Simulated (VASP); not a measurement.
Write the native input for VASP 6.6.1 that does the following.

```
Task                   : single point
Functional             : PBE
Potentials or basis    : VASP PAW PBE potentials, release 64 (Ta_pv, B, O)
Cutoff                 : 520 eV
k mesh                 : 6 × 6 × 4
Occupations            : gaussian, width 0.1 eV
Spin                   : no spin polarisation
Dipole correction      : no
Further INCAR settings : ALGO = Normal; EDIFF = 1e-06; NBANDS = 25
```

The structure of Ta2B2O lies in POSCAR:

```
Ta2B2O
1.0
    2.9522680027     -0.0000000024      0.0000000000
   -1.4761339993      2.5567390903      0.0000000000
    0.0000000000      0.0000000000      7.0530213564
Ta B O
2 2 1
Direct
    0.6666666667      0.3333333333      0.7767358183
    0.3333333333      0.6666666667      0.2232641817
    0.6666666667      0.3333333333      0.4604772358
    0.3333333333      0.6666666667      0.5395227642
    0.0000000000      0.0000000000      0.0000000000
```

These files were run (other wordings do the same):

INCAR

```
SYSTEM = Ta2B2O
PREC     = Accurate       ! precision mode
ENCUT    = 520            ! plane-wave cutoff, eV
EDIFF    = 1E-6           ! SCF threshold, eV
ISMEAR   = 0              ! smearing method
SIGMA    = 0.1            ! smearing width, eV
LREAL    = .FALSE.        ! projectors in reciprocal space
LASPH    = .TRUE.         ! aspherical terms in the spheres
NELM     = 60             ! most SCF steps
ALGO     = Normal         ! electronic algorithm
ISIF     = 2              ! what is computed and relaxed
LWAVE    = .FALSE.        ! write WAVECAR
LCHARG   = .FALSE.        ! write CHGCAR
GGA      = PE             ! functional
NBANDS   = 25             ! bands
```

KPOINTS

```
regular mesh
0
G
  6 6 4
  0 0 0
```

Potentials or basis: VASP PAW PBE potentials, release 64 (Ta_pv, B, O).

Launch:

```sh
$ cat potpaw_PBE.64/Ta_pv/POTCAR potpaw_PBE.64/B/POTCAR potpaw_PBE.64/O/POTCAR > POTCAR
$ mpirun -np 1 vasp_std > vasp.out
```

Results of the run:

| Quantity | Value |
| --- | --- |
| Pressure | 0.4 GPa |
| Largest force | 0.012 eV/Å |
| Band gap on the k mesh | zero (band 17 reaches 7.77 eV, above the bottom of band 18 at 6.97 eV) |

Caveat: the k points lie up to 0.41 Å⁻¹ apart; spin-orbit coupling is left out, which moves the levels of the heavy elements.

Run time: 31 s on 1 thread of Intel(R) Xeon(R) 6975P-C (Granite Rapids), on a shared host, peak memory 0.19 GiB.
